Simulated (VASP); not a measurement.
NbSi:

```
CELL_PARAMETERS angstrom
3.15644 0.00000 0.00000
0.00000 3.15644 0.00000
0.00000 0.00000 3.15644
ATOMIC_POSITIONS crystal
Nb 0.00000 0.00000 0.00000
Si 0.50000 0.50000 0.50000
```

- Program: VASP 6.6.1
- Task: relaxation of cell and atoms
- Functional: B3LYP
- Potentials or basis: VASP PAW PBE potentials, release 64 (Nb_sv, Si)
- Cutoff: 600 eV
- k mesh: 4 × 4 × 4
- Occupations: fermi-dirac, width 0.05 eV
- Spin: no spin polarisation

At the start: pressure 5.5 GPa; volume 15.72 Å³/atom.

How do energy, volume and symmetry change on relaxing?

Over 3 steps the energy falls by 8.0 meV/atom and the volume is 16.22 Å³/atom (+3.1 %); space group Pm-3m (No. 221, to 0.05 Å).

The path:
| step | energy change (eV) | largest force (eV/Å) | pressure (GPa) | volume (Å³) |
| --- | --- | --- | --- | --- |
| 1 | 0.0000 | 0.0000 | 5.47 | 31.45 |
| 2 | 0.0182 | 0.0000 | -6.88 | 33.95 |
| 3 | -0.0161 | 0.0000 | -0.07 | 32.43 |

Final structure:
```
Nb Si
1.0
     3.18912    0.00000    0.00000
     0.00000    3.18912    0.00000
     0.00000    0.00000    3.18912
Nb Si
1 1
Direct
  0.00000 0.00000 0.00000
  0.50000 0.50000 0.50000
```

Caveat: the k points lie up to 0.49 Å⁻¹ apart in the final cell; the PAW data sets were made with another functional, which shifts forces and pressure a little.
